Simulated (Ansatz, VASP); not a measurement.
RbBr: VASP beside Ansatz

```xyz
2
Lattice="0.0000 3.4250 3.4250 3.4250 0.0000 3.4250 3.4250 3.4250 0.0000" Properties=species:S:1:pos:R:3 pbc="T T T"
Rb    0.0000    0.0000    0.0000
Br    3.4250    3.4250    3.4250
```

Alike in both runs: functional PBEsol; k mesh 4 × 4 × 4; no spin polarisation.

Ansatz relaxed the structure, and its values are those at the end. VASP's run is a single point on that final structure, the one shown.

|  | VASP | Ansatz |
| --- | --- | --- |
| version | VASP 6.6.1 | Ansatz 0.2.0 |
| potentials or method | VASP PAW PBE potentials, release 64 (Rb_sv, Br) | plane waves, PAW |
| plane-wave cutoff (eV) | 500 | 420 |
| occupations | gaussian, width 0.01 eV | fixed |
| valence electrons in the cell | 16 | 16 |

```tsv
	VASP	Ansatz	Ansatz less VASP
pressure (GPa)	0.0	0.0	-0.03
```

VASP's potentials were made for PBE, not for PBEsol. Ansatz's warnings: stress scf threshold loose.
